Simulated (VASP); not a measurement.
Runs of VASP 6.6.1 on GeCN2. The structure is that of space group R-3m (No. 166), or close to it. The cells are those of the table. 

```tsv
level	potentials or basis	cell	k mesh	smearing	gap on the mesh (eV)	pressure (GPa)	largest force (eV/Å)
PBE	VASP PAW PBE potentials, release 64 (Ge_d, N, C)	a = 5.340 Å, angles 39.3°, 4 atoms	14 × 14 × 14	gaussian 0.1 eV	1.04	0.1	0.07
PBE	VASP PAW PBE potentials, release 64 (Ge_d, N, C)	a = 5.445 Å, angles 39.3°, 4 atoms	9 × 9 × 9	fermi-dirac 0.05 eV	1.23	(a)	1.47
PBE	VASP PAW PBE potentials, release 64 (Ge_d, N, C)	a = 5.340 Å, angles 39.3°, 4 atoms	8 × 8 × 8	gaussian 0.1 eV	1.04	0.1	0.07
LDA	VASP PAW LDA potentials, release 64 (Ge_d, N, C)	a = 5.304 Å, angles 39.3°, 4 atoms	9 × 9 × 9	fermi-dirac 0.05 eV	0.91	(b)	0.41
r2SCAN	VASP PAW PBE potentials, release 64 (Ge_d, N, C)	a = 5.375 Å, angles 39.3°, 4 atoms	9 × 9 × 9	fermi-dirac 0.05 eV	1.26	-5.4	0.85
```

Alike in all rows: task single point; no spin polarisation; cutoff (eV) 520.

Question: Fill in the values left out.

Answer: (a) -6.7; (b) -3.8.

Caveats: the cell stands under tension (at least some runs); an odd mesh through Γ misses points on the zone boundary, where band edges can lie (at least some runs); forces of over 1 eV/Å act on the atoms, so gaps and moduli don't describe the material at rest (at least some runs); the PAW data sets were made with another functional, which shifts forces and pressure a little (at least some runs).

A k mesh can miss the band edges, and the runs leave out spin-orbit coupling on Ge.
